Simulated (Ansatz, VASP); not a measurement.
## In2B: VASP beside Ansatz

```xyz
3
Lattice="-1.7542 1.7542 4.3032 1.7542 -1.7542 4.3032 1.7542 1.7542 -4.3032" Properties=species:S:1:pos:R:3 pbc="T T T"
In    0.0000    0.0000    5.7233
In    0.0000    0.0000    2.8831
B     0.0000    0.0000    0.0000
```

Alike in both runs: task single point; functional PBE; k mesh 8 × 8 × 8; occupations gaussian, width 0.1 eV; no spin polarisation.

```csv
,VASP,Ansatz
version,VASP 6.6.1,Ansatz 0.2.0
potentials or method,"VASP PAW PBE potentials, release 64 (In_d, B), cutoff 520 eV","scalar-relativistic, plane waves, PAW"
valence electrons in the cell,29,29
```

```tsv
	VASP	Ansatz	Ansatz less VASP
gap on the k mesh at the Fermi level (eV)	none	none	-
pressure (GPa)	9.8	9.9	+0.11
traceless stress, the component that is largest in VASP (GPa)	-0.53	-0.53	-0.008
rms of the force components (eV/Å)	0.531	0.530	-0.0011
```

Atom by atom the forces differ by 0.001 eV/Å (rms over components). A gap of «none» marks a metal or a gap that the smearing closes.
